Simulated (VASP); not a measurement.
A run of VASP 6.6.1:

INCAR

```
  PREC = Accurate
  ENCUT = 500
  EDIFF = 1E-6
  ISMEAR = 0
  SIGMA = 0.1
  LREAL = F
  LASPH = T
  NELM = 120
  ALGO = Normal
  ISIF = 2
  LWAVE = F
  LCHARG = F
  GGA = PE
  NBANDS = 57
  GGA_COMPAT = F
```

KPOINTS

```
regular mesh
0
Gamma
  6 6 6
```

Contents of POSCAR:

```
Y3W
1.0
    5.9379141841      0.0000000000      0.0000000000
    0.0000000000      5.9379141841      0.0000000000
    0.0000000000      0.0000000000      5.9379141841
Y W
6 2
Direct
    0.0000000000      0.5000000000      0.2500000000
    0.0000000000      0.5000000000      0.7500000000
    0.2500000000      0.0000000000      0.5000000000
    0.7500000000      0.0000000000      0.5000000000
    0.5000000000      0.7500000000      0.0000000000
    0.5000000000      0.2500000000      0.0000000000
    0.0000000000      0.0000000000      0.0000000000
    0.5000000000      0.5000000000      0.5000000000
```

Potentials or basis: VASP PAW PBE potentials, release 64 (Y_sv, W_sv).

Run with:

```console
$ cat potpaw_PBE.64/Y_sv/POTCAR potpaw_PBE.64/W_sv/POTCAR > POTCAR
$ mpirun -np 1 vasp_std > vasp.out
```

Hardware: 1 thread of AMD EPYC 7R43 64-Core Processor (Zen 3) (shared host).

**Question.** Estimate the wall time of this run.

**Answer.** Wall time 7.2 min on 1 thread of AMD EPYC 7R43 64-Core Processor (Zen 3), on a shared host, peak memory 0.38 GiB. Counts: scf iterations 14, k points 20.
